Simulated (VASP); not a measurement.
Input of a VASP 6.6.1 run:

INCAR

```
PREC = Accurate
ENCUT = 520
EDIFF = 1E-7
ISMEAR = 0
SIGMA = 0.1
LREAL = False
LASPH = True
NELM = 80
ALGO = Normal
ISIF = 2
LWAVE = False
LCHARG = False
GGA = PE
NBANDS = 46
```

KPOINTS

```
Automatic mesh
0
Gamma
  4 2 2
```

Contents of POSCAR:

```
ZnS
1.0
    0.0000000000      0.0000000000      3.8621460000
    6.6301741000      0.0000000000      0.0000000000
    0.0000000000      6.6301741000      0.0000000000
Zn S
4 4
Direct
    0.0000000000      0.6751860000      0.6751860000
    0.5000000000      0.1751860000      0.8248140000
    0.5000000000      0.8248140000      0.1751860000
    0.0000000000      0.3248140000      0.3248140000
    0.5000000000      0.8142870000      0.8142870000
    0.5000000000      0.1857130000      0.1857130000
    0.0000000000      0.6857130000      0.3142870000
    0.0000000000      0.3142870000      0.6857130000
```

Potentials or basis: VASP PAW PBE potentials, release 64 (Zn, S).

Run with:

```bash
$ cat potpaw_PBE.64/Zn/POTCAR potpaw_PBE.64/S/POTCAR > POTCAR
$ mpirun -np 1 vasp_std > vasp.out
```

**Question.** Predict the largest force.

**Answer.** 0.008 eV/Å.

**Question.** Estimate the band gap on the k mesh.

**Answer.** 2.17 eV, direct.

Stress tensor (GPa, compression positive):
```
0.05 0.00 0.00
0.00 0.05 0.00
0.00 0.00 0.27
```

Caveat: the k points lie up to 0.47 Å⁻¹ apart.
